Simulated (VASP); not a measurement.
# Cs3Cu (Pm-3m) in VASP: notebook

Cs3Cu is run at these levels: PBE; tasks: single point, relaxation of cell and atoms.

All numbers are computed with VASP 6.6.1; they aren't measurements. Logs are shortened: lines on timing, memory, paths and dates and some standing lists are left out, and cuts for length are marked.

### Step 1. The cell of the first run

It takes space group Pm-3m (No. 221, cubic). The conventional cell has a = 6.467 Å, b = 6.467 Å, c = 6.467 Å, α = 90.00°, β = 90.00°, γ = 90.00°.

### Step 2. Single point, PBE

File INCAR:

```
PREC     = Accurate       # precision mode
ENCUT    = 520            # plane-wave cutoff, eV
EDIFF    = 1E-6           # SCF threshold, eV
ISMEAR   = 0              # smearing method
SIGMA    = 0.1            # smearing width, eV
LREAL    = False          # projectors in reciprocal space
LASPH    = True           # aspherical terms in the spheres
NELM     = 60             # most SCF steps
ALGO     = Fast           # electronic algorithm
ISIF     = 2              # what is computed and relaxed
LWAVE    = False          # write WAVECAR
LCHARG   = False          # write CHGCAR
GGA      = PE             # functional
NBANDS   = 27             # bands
```

File KPOINTS:

```
regular mesh
0
Gamma
  8 8 8
```

File POSCAR:

```
Cs3Cu
1.0
    6.4668734685      0.0000000000      0.0000000000
    0.0000000000      6.4668734685      0.0000000000
    0.0000000000      0.0000000000      6.4668734685
Cs Cu
3 1
Direct
    0.0000000000      0.5000000000      0.5000000000
    0.5000000000      0.0000000000      0.5000000000
    0.5000000000      0.5000000000      0.0000000000
    0.0000000000      0.0000000000      0.0000000000
```

Potentials or basis: VASP PAW PBE potentials, release 64 (Cs_sv, Cu).

On the command line:

```console
$ cat potpaw_PBE.64/Cs_sv/POTCAR potpaw_PBE.64/Cu/POTCAR > POTCAR
$ mpirun -np 1 vasp_std > vasp.out
```

OUTCAR:

```text
PREC = Accurate
   ENCUT = 520
   EDIFF = 1E-6
   ISMEAR = 0
   LREAL = False
   LASPH = True
   NELM = 60
   ISIF = 2
   GGA = PE

 ion  position               nearest neighbor table
   1  0.000  0.500  0.500-
   2  0.500  0.000  0.500-
   3  0.500  0.500  0.000-
   4  0.000  0.000  0.000-

  LATTYP: Found a simple cubic cell.
 ALAT       =     6.4668734685

  Lattice vectors:

 A1 = (   6.4668734685,   0.0000000000,   0.0000000000)
 A2 = (   0.0000000000,   6.4668734685,   0.0000000000)
 A3 = (   0.0000000000,   0.0000000000,   6.4668734685)

Analysis of symmetry for initial positions (statically):
=====================================================================
 Subroutine PRICEL returns:
 Original cell was already a primitive cell.

 Routine SETGRP: Setting up the symmetry group for a
 simple cubic supercell.

 Subroutine GETGRP returns: Found 48 space group operations
 (whereof 48 operations were pure point group operations)
 out of a pool of 48 trial point group operations.

The static configuration has the point symmetry O_h .

Analysis of symmetry for dynamics (positions and initial velocities):
=====================================================================
 Subroutine PRICEL returns:
 Original cell was already a primitive cell.

 Routine SETGRP: Setting up the symmetry group for a
 simple cubic supercell.

 Subroutine GETGRP returns: Found 48 space group operations
 (whereof 48 operations were pure point group operations)
 out of a pool of 48 trial point group operations.

The dynamic configuration has the point symmetry O_h .

 Subroutine INISYM returns: Found 48 space group operations
 (whereof 48 operations are pure point group operations),
 and found     1 'primitive' translations

----------------------------------------------------------------------------------------

                                     Primitive cell

  volume of cell :     270.4476

  direct lattice vectors                    reciprocal lattice vectors
     6.466873469  0.000000000  0.000000000     0.154634230  0.000000000  0.000000000
     0.000000000  6.466873469  0.000000000     0.000000000  0.154634230  0.000000000
     0.000000000  0.000000000  6.466873469     0.000000000  0.000000000  0.154634230
[... 84 lines left out ...]
   LSORBIT =      F    spin-orbit coupling
   LASPH  =      T    aspherical Exc in radial PAW
   ENCUT  =  520.0 eV  38.22 Ry    6.18 a.u.  12.02 12.02 12.02*2*pi/ulx,y,z
   NELM   =     60;   NELMIN=  2; NELMDL= -5     # of ELM steps
   EDIFF  = 0.1E-05   stopping-criterion for ELM
   LREAL  =      F    real-space projection
   EDIFFG = 0.1E-04   stopping-criterion for IOM
   NSW    =      0    number of steps for IOM
   IBRION =     -1    ionic relax: 0-MD 1-quasi-New 2-CG
   NFREE  =      0    steps in history (QN), initial steepest desc. (CG)
   ISIF   =      2    stress and relaxation
   ISYM   =      2    0-nonsym 1-usesym 2-fastsym
   POTIM  = 0.5000    time-step for ionic-motion
   TEBEG  =    0.0;   TEEND  =   0.0 temperature during run
   PSTRESS=    0.0 pullay stress
   NELECT =      38.0000    total number of electrons
   NUPDOWN=      -1.0000    fix difference up-down
   EMIN   =  10.00;   EMAX   =-10.00  energy-range for DOS
   EFERMI =   0.00;   METHOD = LEGACY
   ISMEAR =     0;   SIGMA  =   0.10  broadening in eV -4-tet -1-fermi 0-gaus
   EFERMI_NEDOS =   21; number of points for ismear=-14 and -15
   IALGO  =     68    algorithm
   IMIX   =      4    mixing-type and parameters
     AMIX     =   0.40;   BMIX     =  1.00
     AMIX_MAG =   1.60;   BMIX_MAG =  1.00
  volume/ion in A,a.u.               =      67.61       456.27
  Fermi-wavevector in a.u.,A,eV,Ry     =   0.851089  1.608325  9.855415  0.724353
  Thomas-Fermi vector in A             =   1.967168
   LORBIT       =      0    0 simple, 1 ext, 2 COOP (PROOUT), +10 PAW based schemes
   GGA     = PE    functional components
   LHFCALC =     F    Hartree Fock is set to
   AEXX    =    0.0000 exact exchange contribution
   IVDW    =     0    specifies the selected vdW correction
   LEPSILON=     F    determine dielectric tensor
   LRPA    =     F    only Hartree local field effects (RPA)
 non-spin polarized calculation
 RMM-DIIS sequential band-by-band and
 Gauss-broadening in eV      SIGMA  =   0.10
  energy-cutoff  :      520.00
  volume of cell :      270.45
 maximum number of plane-waves:      7316
   NGX = 25   NGY = 25   NGZ = 25

 number of electron      38.0000010 magnetization

 Free energy of the ion-electron system (eV)
  ---------------------------------------------------
  ext. energy  EPLUGINS =         0.00000000
  ---------------------------------------------------
  free energy    TOTEN  =        -4.86182767 eV

  energy without entropy =       -4.85170983  energy(sigma->0) =       -4.85676875

 E-fermi :   1.4806     XC(G=0):  -6.5287

 val. band max:        1.4426629316   @ k =   0.5000   0.5000   0.1250
 cond. band min:       1.5073710003   @ k =   0.5000   0.3750   0.0000
 fundamental gap:      0.0647080686
 Fermi energy:         1.4805799180

 k-point     1 :       0.0000    0.0000    0.0000
  band No.  band energies     occupation
      1     -22.4226      2.00000
      2     -22.3597      2.00000
      3     -22.3597      2.00000
      4      -9.4526      2.00000
      5      -9.4526      2.00000
      6      -9.4526      2.00000
[... 709 lines left out ...]
     26       3.8510      0.00000
     27       3.8633      0.00000

 [... further k-points ...]

------------------------ aborting loop because EDIFF is reached ----------------------------------------

  FORCE on cell =-STRESS in cart. coord.  units (eV):
  Direction    XX          YY          ZZ          XY          YZ          ZX
  --------------------------------------------------------------------------------------
  -------------------------------------------------------------------------------------
  Total        0.0388134      0.0388134      0.0388134      0.0000000      0.0000000      0.0000000
  in kB        0.2299371      0.2299371      0.2299371      0.0000000      0.0000000      0.0000000
  external PRESSURE =       0.2299371 kB  Pullay stress =       0.0000000 kB

 VOLUME and BASIS-vectors are now :
 -----------------------------------------------------------------------------
  energy-cutoff  :      520.00
  volume of cell :      270.45
      direct lattice vectors                 reciprocal lattice vectors
     6.466873469  0.000000000  0.000000000     0.154634230  0.000000000  0.000000000
     0.000000000  6.466873469  0.000000000     0.000000000  0.154634230  0.000000000
     0.000000000  0.000000000  6.466873469     0.000000000  0.000000000  0.154634230

 POSITION                                       TOTAL-FORCE (eV/Angst)
 -----------------------------------------------------------------------------------
      0.00000      3.23344      3.23344         0.000000      0.000000      0.000000
      3.23344      0.00000      3.23344         0.000000      0.000000      0.000000
      3.23344      3.23344      0.00000         0.000000      0.000000      0.000000
      0.00000      0.00000      0.00000         0.000000      0.000000      0.000000
 -----------------------------------------------------------------------------------
    total drift:                               -0.000000     -0.000000     -0.000000

  FREE ENERGIE OF THE ION-ELECTRON SYSTEM (eV)
  ---------------------------------------------------
  free  energy   TOTEN  =        -4.8618276651 eV

  energy  without entropy=       -4.8517098311  energy(sigma->0) =       -4.85676875
```

OSZICAR:

```text
N       E                     dE             d eps       ncg     rms          rms(c)
DAV:   1     0.320927043622E+03    0.32093E+03   -0.13691E+04  1890   0.114E+03
DAV:   2     0.375466270053E+02   -0.28338E+03   -0.27017E+03  2241   0.243E+02
DAV:   3    -0.303385315328E+01   -0.40580E+02   -0.40228E+02  2604   0.106E+02
DAV:   4    -0.498270542160E+01   -0.19489E+01   -0.19434E+01  2420   0.249E+01
DAV:   5    -0.505742999243E+01   -0.74725E-01   -0.74664E-01  2649   0.501E+00    0.221E+00
RMM:   6    -0.491358248230E+01    0.14385E+00   -0.54813E-01  2661   0.656E+00    0.716E-01
RMM:   7    -0.487021969471E+01    0.43363E-01   -0.19910E-01  2659   0.329E+00    0.792E-01
RMM:   8    -0.485874865212E+01    0.11471E-01   -0.11080E-01  2820   0.236E+00    0.242E-01
RMM:   9    -0.486118481162E+01   -0.24362E-02   -0.16832E-02  2564   0.552E-01    0.684E-02
RMM:  10    -0.486172020157E+01   -0.53539E-03   -0.47774E-03  2891   0.358E-01    0.370E-02
RMM:  11    -0.486177308987E+01   -0.52888E-04   -0.13638E-03  2717   0.161E-01    0.119E-02
RMM:  12    -0.486182031347E+01   -0.47224E-04   -0.52277E-04  2755   0.854E-02    0.827E-03
RMM:  13    -0.486182543146E+01   -0.51180E-05   -0.73842E-05  2348   0.336E-02    0.397E-03
RMM:  14    -0.486182717208E+01   -0.17406E-05   -0.21235E-05  2234   0.187E-02    0.142E-03
RMM:  15    -0.486182766507E+01   -0.49299E-06   -0.56140E-06  2148   0.827E-03
   1 F= -.48618277E+01 E0= -.48567687E+01  d E =-.101178E-01
```

Wall time 2.5 min (1 thread of AMD EPYC 9R45 (Zen 5), shared host); peak memory 0.42 GiB.

What came out:

| Quantity | Value |
| --- | --- |
| Free energy | -4.8618 eV |
| Pressure | 0.0 GPa |
| Band gap on the k mesh | zero (bands 19 and 20 overlap by 0.42 eV) |

Levels at points of the mesh, in eV from the Fermi level:
```
           k point  band 16  band 17  band 18  band 19  band 20  band 21  band 22  band 23
(0.00, 0.00, 0.00)    -1.72    -1.72    -1.72    -0.83     0.84     0.84     1.21     1.21
(0.50, 0.00, 0.00)    -1.70    -1.70    -1.69    -0.94     0.32     1.02     1.02     1.47
(0.50, 0.50, 0.00)    -1.70    -1.70    -1.69    -0.09    -0.09     0.42     0.84     1.61
(0.50, 0.50, 0.50)    -1.73    -1.69    -1.69     0.33     0.33     0.33     1.07     1.07
```

Caveat: spin-orbit coupling is left out, which moves the levels of the heavy elements.

### Step 3. Relaxation of cell and atoms, PBE

File INCAR:

```
SYSTEM = Cs3Cu
PREC = Accurate ; ENCUT = 600
EDIFF = 1E-6 ; ISMEAR = 0
SIGMA = 0.1 ; LREAL = .FALSE.
LASPH = .TRUE. ; NELM = 80
ALGO = Fast ; ISIF = 3
LWAVE = .FALSE. ; LCHARG = .FALSE.
GGA = PE ; IBRION = 2
NSW = 100 ; EDIFFG = -0.01
```

File KPOINTS:

```
regular mesh
0
G
  8 8 8
  0 0 0
```

POSCAR is that of step 2.

Potentials or basis: VASP PAW PBE potentials, release 64 (Cs_sv, Cu).

On the command line:

```console
$ cat potpaw_PBE.64/Cs_sv/POTCAR potpaw_PBE.64/Cu/POTCAR > POTCAR
$ mpirun -np 1 vasp_std > vasp.out
```

Wall time 5.1 min (1 thread of AMD EPYC 9R45 (Zen 5), shared host); peak memory 0.55 GiB.

Results (log left out):

```yaml
Free_energy: -4.8620 eV
Relaxed_volume: 67.77 Å³/atom
Relaxed_cell: a = 6.472 Å, b = 6.472 Å, c = 6.472 Å, α = 90.00°, β = 90.00°, γ = 90.00°
Space_group_after_relaxing_to_0.1_Å: Pm-3m (No. 221)
Energy_gained_by_relaxing: 0.0 meV/atom
Ionic_steps: 2
Pressure_after_relaxing: 0.0 GPa
Band_gap_on_the_k_mesh: zero (bands 19 and 20 overlap by 0.42 eV)
```

Step by step:
| step | energy change (eV) | largest force (eV/Å) | pressure (GPa) | volume (Å³) |
| --- | --- | --- | --- | --- |
| 1 | 0.0000 | 0.0000 | 0.04 | 270.45 |
| 2 | -0.0001 | 0.0000 | 0.02 | 271.09 |

Final structure:
```xyz
4
Lattice="6.4720 0.0000 0.0000 0.0000 6.4720 0.0000 0.0000 0.0000 6.4720" Properties=species:S:1:pos:R:3 pbc="T T T"
Cs    0.0000    3.2360    3.2360
Cs    3.2360    0.0000    3.2360
Cs    3.2360    3.2360    0.0000
Cu    0.0000    0.0000    0.0000
```

Levels at points of the mesh, in eV from the Fermi level:
```tsv
k point	band 16	band 17	band 18	band 19	band 20	band 21	band 22	band 23
(0.00, 0.00, 0.00)	-1.71	-1.71	-1.71	-0.82	0.84	0.84	1.21	1.21
(0.50, 0.00, 0.00)	-1.70	-1.70	-1.69	-0.94	0.32	1.02	1.02	1.47
(0.50, 0.50, 0.00)	-1.70	-1.70	-1.69	-0.09	-0.09	0.42	0.84	1.62
(0.50, 0.50, 0.50)	-1.73	-1.69	-1.69	0.33	0.33	0.33	1.07	1.07
```

Caveat: spin-orbit coupling is left out, which moves the levels of the heavy elements.

The gap in the log of VASP goes by the Fermi energy; the results here count the filled bands.